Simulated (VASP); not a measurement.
# MgO2 (R-3m) in VASP: further runs, part 2 of 2

VASP 6.6.1. The steps go on from the part before.

## 4. Single point, PBEsol (strain +0.0050 x Voigt [1, 1, 0, 0, 0, 0])

File INCAR:

```
PREC = Accurate
ENCUT = 520
EDIFF = 1E-7
ISMEAR = 0
SIGMA = 0.05
LREAL = F
LASPH = T
NELM = 60
ALGO = Normal
ISIF = 2
LWAVE = F
LCHARG = T
GGA = PS
LELF = T
LVHAR = T
NBANDS = 14
```

File KPOINTS:

```
regular mesh
0
Gamma
  12 12 12
```

File POSCAR:

```
MgO2
1.0
    1.5917425871      0.9189930112      3.4573706250
   -1.5917425871      0.9189930112      3.4573706250
    0.0000000000     -1.8379860223      3.4573706250
Mg O
1 2
Direct
    0.0000000000      0.0000000000      0.0000000000
    0.4291433728      0.4291433728      0.4291433728
    0.5708566272      0.5708566272      0.5708566272
```

Potentials or basis: VASP PAW PBE potentials, release 64 (Mg, O).

The run is started by

```console
$ cat potpaw_PBE.64/Mg/POTCAR potpaw_PBE.64/O/POTCAR > POTCAR
$ mpirun -np 1 vasp_std > vasp.out
```

OUTCAR:

```text
PREC = Accurate
   ENCUT = 520
   EDIFF = 1E-7
   ISMEAR = 0
   LREAL = F
   LASPH = T
   NELM = 60
   ISIF = 2
   GGA = PS

 ion  position               nearest neighbor table
   1  0.000  0.000  0.000-   3 2.09   3 2.09   2 2.09   2 2.09   3 2.09   2 2.09
   2  0.429  0.429  0.429-   3 1.47   1 2.09   1 2.09   1 2.09
   3  0.571  0.571  0.571-   2 1.47   1 2.09   1 2.09   1 2.09

  LATTYP: Found a trigonal (rhomboedric) cell.
 ALAT       =     3.9155592521
 COS(alpha) =     0.6694873646

  Lattice vectors:

 A1 = (   1.5917425871,   0.9189930112,   3.4573706250)
 A2 = (  -1.5917425871,   0.9189930112,   3.4573706250)
 A3 = (   0.0000000000,  -1.8379860223,   3.4573706250)

Analysis of symmetry for initial positions (statically):
=====================================================================
 Subroutine PRICEL returns:
 Original cell was already a primitive cell.

 Routine SETGRP: Setting up the symmetry group for a
 trigonal (rhombohedral) supercell.

 Subroutine GETGRP returns: Found 12 space group operations
 (whereof 12 operations were pure point group operations)
 out of a pool of 12 trial point group operations.

The static configuration has the point symmetry D_3d.

Analysis of symmetry for dynamics (positions and initial velocities):
=====================================================================
 Subroutine PRICEL returns:
 Original cell was already a primitive cell.

 Routine SETGRP: Setting up the symmetry group for a
 trigonal (rhombohedral) supercell.

 Subroutine GETGRP returns: Found 12 space group operations
 (whereof 12 operations were pure point group operations)
 out of a pool of 12 trial point group operations.

The dynamic configuration has the point symmetry D_3d.

 Subroutine INISYM returns: Found 12 space group operations
 (whereof 12 operations are pure point group operations),
 and found     1 'primitive' translations

[... 122 lines left out ...]
   LHFCALC =     F    Hartree Fock is set to
   AEXX    =    0.0000 exact exchange contribution
   IVDW    =     0    specifies the selected vdW correction
   LEPSILON=     F    determine dielectric tensor
   LRPA    =     F    only Hartree local field effects (RPA)
 non-spin polarized calculation
 Gauss-broadening in eV      SIGMA  =   0.05
  energy-cutoff  :      520.00
  volume of cell :       30.34
 maximum number of plane-waves:       838
 NGX is ok and might be reduce to    30
   NGX = 15   NGY = 15   NGZ = 15

 number of electron      14.0000002 magnetization

 Free energy of the ion-electron system (eV)
  ---------------------------------------------------
  ext. energy  EPLUGINS =         0.00000000
  ---------------------------------------------------
  free energy    TOTEN  =       -17.22030306 eV

  energy without entropy =      -17.22030306  energy(sigma->0) =      -17.22030306

 E-fermi :   3.1010     XC(G=0): -10.5673

 val. band max:        2.8791905112   @ k =   0.5000   0.5000   0.5000
 cond. band min:       5.3401113982   @ k =   0.5000   0.5000   0.5000
 fundamental gap:      2.4609208871
 Fermi energy:         3.1009777698

 k-point     1 :       0.0000    0.0000    0.0000
  band No.  band energies     occupation
      1     -18.7588      2.00000
      2     -11.5836      2.00000
      3      -5.0950      2.00000
      4      -0.6426      2.00000
      5      -0.6426      2.00000
      6       2.0309      2.00000
      7       2.0309      2.00000
      8       7.3895      0.00000
      9       7.9150      0.00000
     10      15.0801      0.00000
     11      16.8191      0.00000
     12      17.5726      0.00000
     13      17.5726      0.00000
     14      19.5185      0.00000
[... 377 lines left out ...]
      1     -18.2015      2.00000
      2     -11.9654      2.00000
      3      -4.0452      2.00000
      4      -3.0691      2.00000
      5      -1.4144      2.00000
      6       1.3668      2.00000
      7       1.6743      2.00000
      8       7.2153      0.00000
      9      12.0927      0.00000
     10      13.1303      0.00000
     11      15.5058      0.00000
     12      17.2534      0.00000
     13      17.4989      0.00000
     14      20.1463      0.00000

 [... further k-points ...]
[... 5 lines left out ...]
  --------------------------------------------------------------------------------------
  -------------------------------------------------------------------------------------
  Total       -0.4195025     -0.4195025      0.1534668      0.0000000      0.0000000      0.0000000
  in kB      -22.1494492    -22.1494492      8.1029443      0.0000000      0.0000000      0.0000000
  external PRESSURE =     -12.0653180 kB  Pullay stress =       0.0000000 kB

 VOLUME and BASIS-vectors are now :
 -----------------------------------------------------------------------------
  energy-cutoff  :      520.00
  volume of cell :       30.34
      direct lattice vectors                 reciprocal lattice vectors
     1.591742587  0.918993011  3.457370625     0.314121142  0.181357926  0.096412381
    -1.591742587  0.918993011  3.457370625    -0.314121142  0.181357926  0.096412381
     0.000000000 -1.837986022  3.457370625     0.000000000 -0.362715852  0.096412381

 POSITION                                       TOTAL-FORCE (eV/Angst)
 -----------------------------------------------------------------------------------
      0.00000      0.00000      0.00000         0.000000     -0.000000      0.000000
      0.00000      0.00000      4.45112        -0.000000     -0.000000     -0.272262
      0.00000      0.00000      5.92099        -0.000000      0.000000      0.272262
 -----------------------------------------------------------------------------------
    total drift:                                0.000000      0.000000      0.000000

  FREE ENERGIE OF THE ION-ELECTRON SYSTEM (eV)
  ---------------------------------------------------
  free  energy   TOTEN  =       -17.2203030631 eV

  energy  without entropy=      -17.2203030631  energy(sigma->0) =      -17.22030306
```

OSZICAR:

```text
N       E                     dE             d eps       ncg     rms          rms(c)
DAV:   1     0.466255005304E+02    0.46626E+02   -0.76240E+03  5780   0.915E+02
DAV:   2    -0.162624492816E+02   -0.62888E+02   -0.58477E+02  6970   0.197E+02
DAV:   3    -0.185209875503E+02   -0.22585E+01   -0.22529E+01  6102   0.358E+01
DAV:   4    -0.185292744250E+02   -0.82869E-02   -0.82866E-02  6528   0.250E+00
DAV:   5    -0.185293157588E+02   -0.41334E-04   -0.41334E-04  6222   0.165E-01    0.810E+00
DAV:   6    -0.173560933602E+02    0.11732E+01   -0.17198E+00  5628   0.111E+01    0.355E+00
DAV:   7    -0.172302972578E+02    0.12580E+00   -0.18744E-01  5910   0.375E+00    0.164E+00
DAV:   8    -0.172196052081E+02    0.10692E-01   -0.53497E-02  5448   0.216E+00    0.242E-01
DAV:   9    -0.172202381497E+02   -0.63294E-03   -0.10373E-02  5988   0.744E-01    0.969E-02
DAV:  10    -0.172202638693E+02   -0.25720E-04   -0.51536E-04  5916   0.212E-01    0.356E-02
DAV:  11    -0.172203007722E+02   -0.36903E-04   -0.62104E-05  5616   0.646E-02    0.904E-03
DAV:  12    -0.172203028266E+02   -0.20543E-05   -0.47590E-06  6438   0.173E-02    0.246E-03
DAV:  13    -0.172203030472E+02   -0.22066E-06   -0.27503E-07  5610   0.479E-03    0.707E-04
DAV:  14    -0.172203030631E+02   -0.15839E-07   -0.48143E-08  4602   0.190E-03
   1 F= -.17220303E+02 E0= -.17220303E+02  d E =-.147902E-12
```

stdout:

```text
POSCAR found type information on POSCAR MgO
 POSCAR found :  2 types and       3 ions
 scaLAPACK will be used
 -----------------------------------------------------------------------------
|                                                                             |
|                                                                             |
|     You enforced a specific xc type in the INCAR file but a different       |
|     I HOPE YOU KNOW WHAT YOU ARE DOING!                                     |
|                                                                             |
 -----------------------------------------------------------------------------

 LDA part: xc-table for (Slater+PW92), standard interpolation
 POSCAR, INCAR and KPOINTS ok, starting setup
 FFT: planning ... GRIDC
 FFT: planning ... GRID_SOFT
 FFT: planning ... GRID
 WAVECAR not read
 entering main loop
```

It took 63 s on 1 thread of Intel Xeon 6975P-C (Granite Rapids), shared host; peak memory 0.22 GiB.

What came out:

```
Free energy            : -17.2203 eV
Pressure               : -1.2 GPa
Largest force          : 0.272 eV/Å
Band gap on the k mesh : 2.46 eV, direct
```

Forces in eV/Å, atoms in the order of the input:
```
Mg   0.000  0.000  0.000
O    0.000  0.000 -0.272
O    0.000  0.000  0.272
```

Caveat: the cell differs from its parent crystal (strain +0.0050 x Voigt [1, 1, 0, 0, 0, 0]); the PAW data sets were made with another functional, which shifts forces and pressure a little.

## 5. Single point, PBEsol (strain +0.0100 x Voigt [1, 1, 0, 0, 0, 0])

INCAR, as its differences from that of step 4:

```diff
@@ -11,6 +11,4 @@
 LWAVE = F
-LCHARG = T
+LCHARG = F
 GGA = PS
-LELF = T
-LVHAR = T
 NBANDS = 14
```

File KPOINTS:

```
Automatic mesh
0
Gamma
  12 12 12
```

File POSCAR:

```
MgO2
1.0
    1.5996617045      0.9235651157      3.4573706250
   -1.5996617045      0.9235651157      3.4573706250
    0.0000000000     -1.8471302314      3.4573706250
Mg O
1 2
Direct
    0.0000000000      0.0000000000      0.0000000000
    0.4291433728      0.4291433728      0.4291433728
    0.5708566272      0.5708566272      0.5708566272
```

The run is started by

```console
$ cat potpaw_PBE.64/Mg/POTCAR potpaw_PBE.64/O/POTCAR > POTCAR
$ mpirun -np 1 vasp_std > vasp.out
```

Wall time 52 s (1 thread of Intel Xeon 6975P-C (Granite Rapids), shared host); peak memory 0.22 GiB.

The run converged. Its results:

| Item | Value |
| --- | --- |
| Free energy | -17.2153 eV |
| Pressure | -2.2 GPa |
| Largest force | 0.337 eV/Å |
| Band gap on the k mesh | 2.47 eV, direct |

Forces on the atoms (eV/Å):
```
Mg   0.000  0.000  0.000
O    0.000  0.000 -0.337
O    0.000  0.000  0.337
```

Stress tensor (GPa, compression positive):
```
-3.64  0.00  0.00
 0.00 -3.64  0.00
 0.00  0.00  0.57
```

Levels at points of the mesh, in eV from the valence-band top:
```
           k point  band 3  band 4  band 5  band 6  band 7  band 8  band 9  band 10  band 11  band 12
(0.00, 0.00, 0.00)   -7.93   -3.53   -3.53   -0.84   -0.84    4.42    5.04    12.15    13.90    14.59
(0.50, 0.00, 0.00)   -6.88   -6.28   -3.87   -1.30   -1.13    4.37    8.44    10.11    12.48    14.03
(0.50, 0.50, 0.00)   -6.21   -5.61   -4.56   -2.20   -0.13    3.71    7.58    10.87    12.35    12.79
(0.50, 0.50, 0.50)   -5.08   -4.06   -4.06    0.00    0.00    2.47    4.73     9.45    14.00    14.00
```

Caveat: the cell differs from its parent crystal (strain +0.0100 x Voigt [1, 1, 0, 0, 0, 0]); the PAW data sets were made with another functional, which shifts forces and pressure a little. A k mesh can miss the band edges.

## 6. Single point, PBEsol (strain +0.0150 x Voigt [1, 1, 0, 0, 0, 0])

File INCAR:

```
SYSTEM = MgO2
PREC = Accurate
ENCUT = 520
EDIFF = 1E-6
ISMEAR = 0
SIGMA = 0.05
LREAL = .FALSE.
LASPH = .TRUE.
NELM = 80
ALGO = Normal
ISIF = 2
LWAVE = .FALSE.
LCHARG = .FALSE.
GGA = PS
NBANDS = 14
```

File KPOINTS:

```
Automatic mesh
0
G
  12 12 12
  0 0 0
```

File POSCAR:

```
MgO2
1.0
    1.6075808218      0.9281372202      3.4573706250
   -1.6075808218      0.9281372202      3.4573706250
    0.0000000000     -1.8562744404      3.4573706250
Mg O
1 2
Direct
    0.0000000000      0.0000000000      0.0000000000
    0.4291433728      0.4291433728      0.4291433728
    0.5708566272      0.5708566272      0.5708566272
```

Potentials or basis: VASP PAW PBE potentials, release 64 (Mg, O).

The run is started by

```console
$ cat potpaw_PBE.64/Mg/POTCAR potpaw_PBE.64/O/POTCAR > POTCAR
$ mpirun -np 1 vasp_std > vasp.out
```

It took 45 s on 1 thread of Intel Xeon 6975P-C (Granite Rapids), shared host; peak memory 0.22 GiB.

Results (log left out):

```
Free energy            : -17.2077 eV
Pressure               : -3.2 GPa
Largest force          : 0.399 eV/Å
Band gap on the k mesh : 2.48 eV, direct
```

Forces in eV/Å, atoms in the order of the input:
```
Mg   0.000  0.000  0.000
O    0.000  0.000 -0.399
O    0.000  0.000  0.399
```

Stress tensor (GPa, compression positive):
```
-4.98  0.00  0.00
 0.00 -4.98  0.00
 0.00  0.00  0.35
```

Levels at points of the mesh, in eV from the valence-band top:
```csv
k point,band 3,band 4,band 5,band 6,band 7,band 8,band 9,band 10,band 11,band 12
"(0.00, 0.00, 0.00)",-7.89,-3.54,-3.54,-0.84,-0.84,4.34,5.04,12.10,13.86,14.49
"(0.50, 0.00, 0.00)",-6.85,-6.25,-3.87,-1.30,-1.11,4.38,8.36,9.97,12.40,13.94
"(0.50, 0.50, 0.00)",-6.18,-5.57,-4.55,-2.17,-0.12,3.72,7.50,10.75,12.25,12.71
"(0.50, 0.50, 0.50)",-5.07,-4.06,-4.06,0.00,0.00,2.48,4.67,9.37,13.86,13.86
```

Caveat: the cell differs from its parent crystal (strain +0.0150 x Voigt [1, 1, 0, 0, 0, 0]); the PAW data sets were made with another functional, which shifts forces and pressure a little. A k mesh can miss the band edges.

## 7. Summary

| cell | gap on the mesh (eV) | pressure (GPa) | largest force (eV/Å) |
| --- | --- | --- | --- |
| a = 3.903 Å, angles 47.4°, 3 atoms | 2.42 | 2.2 | 0.06 |
| a = 3.907 Å, angles 47.6°, 3 atoms | 2.44 | 1.0 | 0.14 |
| a = 3.916 Å, angles 48.0°, 3 atoms | 2.46 | -1.2 | 0.27 |
| a = 3.920 Å, angles 48.2°, 3 atoms | 2.47 | -2.2 | 0.34 |
| a = 3.924 Å, angles 48.4°, 3 atoms | 2.48 | -3.2 | 0.40 |

Alike in all rows: task single point; level PBEsol; potentials or basis VASP PAW PBE potentials, release 64 (Mg, O); no spin polarisation; k mesh 12 × 12 × 12; cutoff (eV) 520; smearing gaussian 0.05 eV.

Caveats: the PAW data sets were made with another functional, which shifts forces and pressure a little.

Total energies depend on the potentials used, so only differences within one code and one set of settings carry meaning.
